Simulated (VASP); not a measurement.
# CdF2 (I4/mmm) in VASP: notebook, part 2 of 2

VASP 6.6.1. The steps go on from the part before.

## Step 3: Single point, LDA (strain -0.1500 x Voigt [1, 0, 0, 0, 0, 0])

The input, INCAR:

```
ALGO = Normal
EDIFF = 1E-6
ENCUT = 600
GGA = CA
GGA_COMPAT = F
ISIF = 2
ISMEAR = 0
LASPH = T
LCHARG = T
LELF = T
LREAL = F
LVHAR = T
LWAVE = F
NBANDS = 24
NELM = 120
PREC = Accurate
SIGMA = 0.05
```

The input, KPOINTS:

```
k-points
0
Gamma
  8 8 8
```

The input, POSCAR:

```
CdF2
1.0
    0.0000000000      2.6940000000      2.6940000000
    2.2899000000      0.0000000000      2.6940000000
    2.2899000000      2.6940000000      0.0000000000
Cd F
1 2
Direct
    0.0000000000      0.0000000000      0.0000000000
    0.2500000000      0.2500000000      0.2500000000
    0.7500000000      0.7500000000      0.7500000000
```

Potentials or basis: VASP PAW LDA potentials, release 64 (Cd_sv_GW, F).

On the command line:

```
$ cat potpaw_LDA.64/Cd_sv_GW/POTCAR potpaw_LDA.64/F/POTCAR > POTCAR
$ mpirun -np 1 vasp_std > vasp.out
```

OUTCAR:

```text
EDIFF = 1E-6
   ENCUT = 600
   GGA = CA
   ISIF = 2
   ISMEAR = 0
   LASPH = T
   LREAL = F
   NELM = 120
   PREC = Accurate

 ion  position               nearest neighbor table
   1  0.000  0.000  0.000-   3 2.22   2 2.22   3 2.22   2 2.22   3 2.22   2 2.22   3 2.22   2 2.22

   2  0.250  0.250  0.250-   1 2.22   1 2.22   1 2.22   1 2.22
   3  0.750  0.750  0.750-   1 2.22   1 2.22   1 2.22   1 2.22

  LATTYP: Found a body centered tetragonal cell.
 ALAT       =     3.8098913370
 C/A-ratio  =     1.2020815280

  Lattice vectors:

 A1 = (  -2.2899000000,   0.0000000000,  -2.6940000000)
 A2 = (  -2.2899000000,   0.0000000000,   2.6940000000)
 A3 = (   2.2899000000,   2.6940000000,   0.0000000000)

Analysis of symmetry for initial positions (statically):
=====================================================================
 Subroutine PRICEL returns:
 Original cell was already a primitive cell.

 Routine SETGRP: Setting up the symmetry group for a
 body centered tetragonal supercell.

 Subroutine GETGRP returns: Found 16 space group operations
 (whereof 16 operations were pure point group operations)
 out of a pool of 16 trial point group operations.

The static configuration has the point symmetry D_4h.

Analysis of symmetry for dynamics (positions and initial velocities):
=====================================================================
 Subroutine PRICEL returns:
 Original cell was already a primitive cell.

 Routine SETGRP: Setting up the symmetry group for a
 body centered tetragonal supercell.

 Subroutine GETGRP returns: Found 16 space group operations
 (whereof 16 operations were pure point group operations)
 out of a pool of 16 trial point group operations.

The dynamic configuration has the point symmetry D_4h.

 Subroutine INISYM returns: Found 16 space group operations
 (whereof 16 operations are pure point group operations),
[... 113 lines left out ...]
   ISMEAR =     0;   SIGMA  =   0.05  broadening in eV -4-tet -1-fermi 0-gaus
   EFERMI_NEDOS =   21; number of points for ismear=-14 and -15
   IALGO  =     38    algorithm
   IMIX   =      4    mixing-type and parameters
     AMIX     =   0.40;   BMIX     =  1.00
     AMIX_MAG =   1.60;   BMIX_MAG =  1.00
  volume/ion in A,a.u.               =      11.08        74.77
  Fermi-wavevector in a.u.,A,eV,Ry     =   1.649506  3.117114 37.019685  2.720870
  Thomas-Fermi vector in A             =   2.738614
   LORBIT       =      0    0 simple, 1 ext, 2 COOP (PROOUT), +10 PAW based schemes
   GGA     = CA    functional components
   LHFCALC =     F    Hartree Fock is set to
   AEXX    =    0.0000 exact exchange contribution
   IVDW    =     0    specifies the selected vdW correction
   LEPSILON=     F    determine dielectric tensor
   LRPA    =     F    only Hartree local field effects (RPA)
 non-spin polarized calculation
 Gauss-broadening in eV      SIGMA  =   0.05
  energy-cutoff  :      600.00
  volume of cell :       33.24
 maximum number of plane-waves:      1129
   NGX = 15   NGY = 15   NGZ = 15

 number of electron      33.9999996 magnetization

 Free energy of the ion-electron system (eV)
  ---------------------------------------------------
  ext. energy  EPLUGINS =         0.00000000
  ---------------------------------------------------
  free energy    TOTEN  =       -12.35200864 eV

  energy without entropy =      -12.35200864  energy(sigma->0) =      -12.35200864

 E-fermi :   2.9240     XC(G=0): -12.2400

 val. band max:        2.5051198708   @ k =   0.5000   0.5000   0.0000
 cond. band min:       5.1532019433   @ k =   0.0000   0.0000   0.0000
 fundamental gap:      2.6480820725
 Fermi energy:         2.9239631201

 k-point     1 :       0.0000    0.0000    0.0000
  band No.  band energies     occupation
      1     -95.6467      2.00000
      2     -57.1235      2.00000
      3     -57.0625      2.00000
      4     -57.0625      2.00000
      5     -19.4973      2.00000
      6     -17.5653      2.00000
[... 637 lines left out ...]
     23      20.3519      0.00000
     24      24.6235      0.00000

 [... further k-points ...]

------------------------ aborting loop because EDIFF is reached ----------------------------------------

  FORCE on cell =-STRESS in cart. coord.  units (eV):
  Direction    XX          YY          ZZ          XY          YZ          ZX
  --------------------------------------------------------------------------------------
  -------------------------------------------------------------------------------------
  Total        7.0634732      2.0097050      2.0097050     -0.0000000      0.0000000      0.0000000
  in kB      340.4765369     96.8726532     96.8726532     -0.0000000      0.0000000      0.0000000
  external PRESSURE =     178.0739477 kB  Pullay stress =       0.0000000 kB

 VOLUME and BASIS-vectors are now :
 -----------------------------------------------------------------------------
  energy-cutoff  :      600.00
  volume of cell :       33.24
      direct lattice vectors                 reciprocal lattice vectors
     0.000000000  2.694000000  2.694000000    -0.218350146  0.185597624  0.185597624
     2.289900000  0.000000000  2.694000000     0.218350146 -0.185597624  0.185597624
     2.289900000  2.694000000  0.000000000     0.218350146  0.185597624 -0.185597624

 POSITION                                       TOTAL-FORCE (eV/Angst)
 -----------------------------------------------------------------------------------
      0.00000      0.00000      0.00000         0.000000      0.000000      0.000000
      1.14495      1.34700      1.34700         0.000000      0.000000      0.000000
      3.43485      4.04100      4.04100        -0.000000     -0.000000     -0.000000
 -----------------------------------------------------------------------------------
    total drift:                                0.000000     -0.000000     -0.000000

  FREE ENERGIE OF THE ION-ELECTRON SYSTEM (eV)
  ---------------------------------------------------
  free  energy   TOTEN  =       -12.3520086443 eV

  energy  without entropy=      -12.3520086443  energy(sigma->0) =      -12.35200864
```

Run time: 35 s. Hardware: 1 thread of AMD EPYC 9R45 (Zen 5), shared host; peak memory 0.17 GiB.

What came out:

* Free energy: -12.3520 eV
* Pressure: 17.8 GPa
* Band gap on the k mesh: 2.65 eV (least direct gap 3.24 eV)

Caveat: the cell differs from its parent crystal (strain -0.1500 x Voigt [1, 0, 0, 0, 0, 0]); the cell stands under pressure.

## Step 4: Single point, LDA (strain -0.0375 x Voigt [1, 0, 0, 0, 0, 0])

The input, INCAR:

```
  PREC = Accurate
  ENCUT = 600
  EDIFF = 1E-6
  ISMEAR = 0
  SIGMA = 0.05
  LREAL = False
  LASPH = True
  NELM = 120
  ALGO = Normal
  ISIF = 2
  LWAVE = False
  LCHARG = False
  NBANDS = 24
  GGA_COMPAT = False
```

The input, KPOINTS:

```
Automatic mesh
0
Gamma
  8 8 8
```

The input, POSCAR:

```
CdF2
1.0
    0.0000000000      2.6940000000      2.6940000000
    2.5929750000      0.0000000000      2.6940000000
    2.5929750000      2.6940000000      0.0000000000
Cd F
1 2
Direct
    0.0000000000      0.0000000000      0.0000000000
    0.2500000000      0.2500000000      0.2500000000
    0.7500000000      0.7500000000      0.7500000000
```

On the command line:

```
$ cat potpaw_LDA.64/Cd_sv_GW/POTCAR potpaw_LDA.64/F/POTCAR > POTCAR
$ mpirun -np 1 vasp_std > vasp.out
```

Wall time 62 s (1 thread of AMD EPYC 7R13 (Zen 3), shared host); peak memory 0.17 GiB.

The run converged. Its results:

```yaml
Free_energy: -12.8062 eV
Pressure: -2.1 GPa
Band_gap_on_the_k_mesh: 2.90 eV (least direct gap 3.33 eV)
```

Stress tensor (GPa, compression positive):
```
 0.87  0.00  0.00
 0.00 -3.64  0.00
 0.00  0.00 -3.64
```

Levels at points of the mesh, in eV from the valence-band top:
```tsv
k point	band 13	band 14	band 15	band 16	band 17	band 18	band 19	band 20	band 21	band 22
(0.00, 0.00, 0.00)	-1.26	-0.91	-0.55	-0.42	-0.42	2.90	12.40	12.48	12.48	17.45
(0.50, 0.00, 0.00)	-2.57	-2.13	-2.03	-0.40	-0.38	7.21	8.84	14.29	14.61	17.81
(0.50, 0.50, 0.00)	-3.23	-3.20	-0.71	-0.17	-0.04	8.06	9.55	11.50	14.07	14.52
(0.00, 0.50, 0.50)	-3.34	-3.11	-0.48	-0.16	-0.16	7.95	9.47	11.55	14.10	14.10
```

Caveat: the cell differs from its parent crystal (strain -0.0375 x Voigt [1, 0, 0, 0, 0, 0]). A k mesh can miss the band edges.

## Step 5: Overview

| cell | gap on the mesh (eV) | pressure (GPa) |
| --- | --- | --- |
| a = 3.810, b = 3.670, c = 3.670 Å, angles 62.5, 58.7, 58.7°, 3 atoms | 2.91 | 3.1 |
| a = 3.810, b = 3.536, c = 3.536 Å, angles 65.2, 57.4, 57.4°, 3 atoms | 2.65 | 17.8 |
| a = 3.810, b = 3.739, c = 3.739 Å, angles 61.3, 59.4, 59.4°, 3 atoms | 2.90 | -2.1 |

Alike in all rows: task single point; level LDA; potentials or basis VASP PAW LDA potentials, release 64 (Cd_sv_GW, F); no spin polarisation; k mesh 8 × 8 × 8; cutoff (eV) 600; smearing gaussian 0.05 eV.

Caveats: the cell stands under pressure (at least some runs).

Total energies depend on the potentials used, so only differences within one code and one set of settings carry meaning.
